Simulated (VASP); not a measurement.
# C in VASP: further runs

The runs below take C through single point, with PBE+D3(BJ).

Program: VASP 6.6.1. These are calculated values, not measurements. Logs are shortened: lines on timing, memory, paths and dates and some standing lists are left out, and cuts for length are marked.

## 1. The cell of the first run

The cell holds a slab with vacuum, 2 atoms: a = 2.471 Å, b = 2.471 Å, c = 26.002 Å, α = 90.00°, β = 90.00°, γ = 120.00°.

## 2. Single point, PBE+D3(BJ)

INCAR reads:

```
SYSTEM = C
PREC = Accurate
ENCUT = 520
EDIFF = 1E-6
ISMEAR = 0
SIGMA = 0.1
LREAL = .False.
LASPH = .True.
NELM = 60
ALGO = Normal
ISIF = 2
LWAVE = .False.
LCHARG = .False.
LDIPOL = .True.
IDIPOL = 3
DIPOL = 0.5 0.5 0.500
GGA = PE
IVDW = 12
NBANDS = 11
```

KPOINTS reads:

```
Automatic mesh
0
Gamma
  21 21 1
  0 0 0
```

POSCAR reads:

```
C
1.0
    2.4710000000      0.0000000000      0.0000000000
   -1.2355000000      2.1399487728      0.0000000000
    0.0000000000      0.0000000000     26.0024170307
C
2
Direct
    0.6666666667      0.3333333333      0.5027497444
    0.3333333333      0.6666666667      0.4972502556
```

Potentials or basis: VASP PAW PBE potentials, release 64 (C).

On the command line:

```
$ cat potpaw_PBE.64/C/POTCAR > POTCAR
$ mpirun -np 1 vasp_std > vasp.out
```

OUTCAR:

```text
SYSTEM = C
   PREC = Accurate
   ENCUT = 520
   EDIFF = 1E-6
   ISMEAR = 0
   LREAL = .False.
   LASPH = .True.
   NELM = 60
   ISIF = 2
   GGA = PE
   IVDW = 12
 IVDW          = 12

 ion  position               nearest neighbor table
   1  0.667  0.333  0.503-   2 1.43   2 1.43   2 1.43
   2  0.333  0.667  0.497-   1 1.43   1 1.43   1 1.43

  LATTYP: Found a hexagonal cell.
 ALAT       =     2.4710000000
 C/A-ratio  =    10.5230340068

  Lattice vectors:

 A1 = (   2.4710000000,   0.0000000000,   0.0000000000)
 A2 = (  -1.2355000000,   2.1399487728,   0.0000000000)
 A3 = (   0.0000000000,   0.0000000000,  26.0024170307)

Analysis of symmetry for initial positions (statically):
=====================================================================
 Subroutine PRICEL returns:
 Original cell was already a primitive cell.

 Routine SETGRP: Setting up the symmetry group for a
 hexagonal supercell.

 Subroutine GETGRP returns: Found 12 space group operations
 (whereof 12 operations were pure point group operations)
 out of a pool of 24 trial point group operations.

The static configuration has the point symmetry D_3d.

Analysis of symmetry for dynamics (positions and initial velocities):
=====================================================================
 Subroutine PRICEL returns:
 Original cell was already a primitive cell.

 Routine SETGRP: Setting up the symmetry group for a
 hexagonal supercell.

 Subroutine GETGRP returns: Found 12 space group operations
 (whereof 12 operations were pure point group operations)
 out of a pool of 24 trial point group operations.

The dynamic configuration has the point symmetry D_3d.

 Subroutine INISYM returns: Found 12 space group operations
 (whereof 12 operations are pure point group operations),
 and found     1 'primitive' translations

----------------------------------------------------------------------------------------

                                     Primitive cell

  volume of cell :     137.4959

  direct lattice vectors                    reciprocal lattice vectors
     2.471000000  0.000000000  0.000000000     0.404694456  0.233650453  0.000000000
    -1.235500000  2.139948773  0.000000000     0.000000000  0.467300906  0.000000000
     0.000000000  0.000000000 26.002417031     0.000000000  0.000000000  0.038457963

  length of vectors
     2.471000000  2.471000000 26.002417031     0.467300906  0.467300906  0.038457963

  position of ions in fractional coordinates (direct lattice)
[... 93 lines left out ...]
   EFERMI =   0.00;   METHOD = LEGACY
   ISMEAR =     0;   SIGMA  =   0.10  broadening in eV -4-tet -1-fermi 0-gaus
   EFERMI_NEDOS =   21; number of points for ismear=-14 and -15
   IALGO  =     38    algorithm
   IMIX   =      4    mixing-type and parameters
     AMIX     =   0.40;   BMIX     =  1.00
     AMIX_MAG =   1.60;   BMIX_MAG =  1.00
  volume/ion in A,a.u.               =      68.75       463.93
  Fermi-wavevector in a.u.,A,eV,Ry     =   0.634368  1.198782  5.475301  0.402423
  Thomas-Fermi vector in A             =   1.698340
   LORBIT       =      0    0 simple, 1 ext, 2 COOP (PROOUT), +10 PAW based schemes
   GGA     = PE    functional components
   LHFCALC =     F    Hartree Fock is set to
   AEXX    =    0.0000 exact exchange contribution
   IVDW    =    12    specifies the selected vdW correction
   LEPSILON=     F    determine dielectric tensor
   LRPA    =     F    only Hartree local field effects (RPA)
 non-spin polarized calculation
 Gauss-broadening in eV      SIGMA  =   0.10
  energy-cutoff  :      520.00
  volume of cell :      137.50
 maximum number of plane-waves:      3752
   NGX =  9   NGY =  9   NGZ = 97

 number of electron       7.9999997 magnetization

 dipolmoment           0.000000      0.000000     -0.000000 electrons x Angstroem

 Free energy of the ion-electron system (eV)
  ---------------------------------------------------
  ext. energy  EPLUGINS =         0.00000000
  ---------------------------------------------------
  free energy    TOTEN  =       -18.27931603 eV

  energy without entropy =      -18.27880429  energy(sigma->0) =      -18.27906016

 E-fermi :  -3.1672     XC(G=0):  -1.6863

 val. band max:       -3.1671558851   @ k =   0.3333   0.3333   0.0000
 cond. band min:      -2.4449118375   @ k =   0.3333   0.2857   0.0000
 fundamental gap:      0.7222440476
 Fermi energy:        -3.1671558849

 k-point     1 :       0.0000    0.0000    0.0000
  band No.  band energies     occupation
      1     -22.5390      2.00000
      2     -10.6514      2.00000
      3      -5.9926      2.00000
      4      -5.9926      2.00000
      5       0.0548      0.00000
      6       0.9400      0.00000
      7       1.1937      0.00000
      8       1.6613      0.00000
      9       1.9351      0.00000
     10       2.8603      0.00000
     11       3.1886      0.00000
[... 309 lines left out ...]
 k-point    24 :       0.1905    0.0952    0.0000
  band No.  band energies     occupation
      1     -21.0511      2.00000
      2     -10.1846      2.00000
      3      -8.8939      2.00000
      4      -8.4626      2.00000
      5       1.8705      0.00000
      6       2.9862      0.00000
      7       3.2565      0.00000
      8       3.6776      0.00000
      9       3.7418      0.00000
     10       4.2744      0.00000
     11       4.9168      0.00000

 [... further k-points ...]

------------------------ aborting loop because EDIFF is reached ----------------------------------------

 vacuum level on the upper side and lower side of the slab       (xc-potential included)        -0.009        -0.009

 Edisp (eV)   -0.17689

 E8    (eV) :    -0.0554

  FORCE on cell =-STRESS in cart. coord.  units (eV):
  Direction    XX          YY          ZZ          XY          YZ          ZX
  --------------------------------------------------------------------------------------
  -------------------------------------------------------------------------------------
  Total      -0.23582    -0.23582    -0.35458     0.00000     0.00000    -0.00000
  in kB      -2.74793    -2.74793    -4.13178     0.00000     0.00000    -0.00000
  external pressure =       -3.21 kB  Pullay stress =        0.00 kB

 VOLUME and BASIS-vectors are now :
 -----------------------------------------------------------------------------
  energy-cutoff  :      520.00
  volume of cell :      137.50
      direct lattice vectors                 reciprocal lattice vectors
     2.471000000  0.000000000  0.000000000     0.404694456  0.233650453  0.000000000
    -1.235500000  2.139948773  0.000000000     0.000000000  0.467300906  0.000000000
     0.000000000  0.000000000 26.002417031     0.000000000  0.000000000  0.038457963

 POSITION                                       TOTAL-FORCE (eV/Angst)
 -----------------------------------------------------------------------------------
      1.23550      0.71332     13.07271        -0.000000     -0.000000     -2.405523
     -0.00000      1.42663     12.92971         0.000000      0.000000      2.405523
 -----------------------------------------------------------------------------------
    total drift:                                0.000000     -0.000000      0.000000

  FREE ENERGIE OF THE ION-ELECTRON SYSTEM (eV)
  ---------------------------------------------------
  free  energy   TOTEN  =       -18.4562039566 eV

  energy  without entropy=      -18.4556922201  energy(sigma->0) =      -18.45594809

 vacuum level on the upper side and lower side of the slab         1.145         1.145
```

It took 2.6 min on 1 thread of Intel Xeon Platinum 8375C at 2.90GHz (Ice Lake), shared host; peak memory 0.26 GiB.

Results:

| Item | Value |
| --- | --- |
| Free energy | -18.4562 eV |
| Largest force | 2.406 eV/Å |
| Band gap on the k mesh | zero (filled and empty bands touch) |
| Dispersion energy per atom | -0.088 eV |

Forces in eV/Å, atoms in the order of the input:
```
C    0.000  0.000 -2.406
C    0.000  0.000  2.406
```

Levels at points of the mesh, in eV from the Fermi level:
| k point | band 1 | band 2 | band 3 | band 4 | band 5 | band 6 | band 7 | band 8 |
| --- | --- | --- | --- | --- | --- | --- | --- | --- |
| (0.00, 0.00, 0.00) | -19.37 | -7.48 | -2.83 | -2.83 | 3.22 | 4.11 | 4.36 | 4.83 |

## 3. Single point, PBE+D3(BJ)

INCAR reads:

```
SYSTEM = C
  PREC = Accurate
  ENCUT = 520
  EDIFF = 1E-6
  ISMEAR = 0
  SIGMA = 0.1
  LREAL = .False.
  LASPH = .True.
  NELM = 100
  ALGO = Normal
  ISIF = 2
  LWAVE = .False.
  LCHARG = .False.
  LDIPOL = .True.
  IDIPOL = 3
  DIPOL = 0.5 0.5 0.500
  GGA = PE
  IVDW = 12
  NBANDS = 11
```

KPOINTS is that of step 2.

POSCAR reads:

```
C
1.0
    2.4710000000      0.0000000000      0.0000000000
   -1.2355000000      2.1399487728      0.0000000000
    0.0000000000      0.0000000000     26.0024170307
C
2
Direct
    0.6666666667      0.3333333333      0.5082492331
    0.3333333333      0.6666666667      0.4917507669
```

Potentials or basis: VASP PAW PBE potentials, release 64 (C).

On the command line:

```
$ cat potpaw_PBE.64/C/POTCAR > POTCAR
$ mpirun -np 1 vasp_std > vasp.out
```

It took 2.6 min on 1 thread of Intel Xeon Platinum 8375C at 2.90GHz (Ice Lake), shared host; peak memory 0.26 GiB.

The run converged. Its results:

```yaml
Free_energy: -17.0674 eV
Largest_force: 7.328 eV/Å
Band_gap_on_the_k_mesh: zero (filled and empty bands touch)
Dispersion_energy_per_atom: -0.088 eV
```

Forces in eV/Å, atoms in the order of the input:
```
C    0.000  0.000 -7.328
C    0.000  0.000  7.328
```

Levels at points of the mesh, in eV from the Fermi level:
```tsv
k point	band 1	band 2	band 3	band 4	band 5	band 6	band 7	band 8
(0.00, 0.00, 0.00)	-18.57	-6.93	-1.20	-1.20	2.45	4.47	4.68	5.18
```

(Part 1 of 3 ends here.)
